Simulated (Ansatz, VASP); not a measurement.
# InSb3: VASP beside Ansatz

```
Sb In
1.0
     4.70825    0.00000    0.00000
     0.00000    4.70825    0.00000
     0.00000    0.00000    4.70825
Sb In
3 1
Direct
  0.50000 0.50000 0.00000
  0.00000 0.50000 0.50000
  0.50000 0.00000 0.50000
  0.00000 0.00000 0.00000
```

Alike in both runs: task single point; functional PBE; k mesh 6 × 6 × 6; occupations fermi-dirac, width 0.05 eV; no spin polarisation.

|  | VASP | Ansatz |
| --- | --- | --- |
| version | VASP 6.6.1 | Ansatz 0.2.0 |
| potentials or method | VASP PAW PBE potentials, release 64 (Sb, In_d) | Ansatz PAW |
| plane-wave cutoff (eV) | 520 | 420 |
| valence electrons in the cell | 28 | 58 |

Ansatz gave:

```
gap on the k mesh at the Fermi level (eV) : none
pressure (GPa)                            : 3.9
```

**Question.** What did VASP give for the same quantities?

**Answer.** gap on the k mesh at the Fermi level (eV): none; pressure (GPa): 3.8.

A gap of «none» marks a metal or a gap that the smearing closes. The functional is the same, so the differences come from potentials, cutoffs and numerics. VASP's potentials hold 28 valence electrons a cell and Ansatz's 58, so a difference there can come from the potentials and not from the codes.

Neither program's run includes spin-orbit coupling.
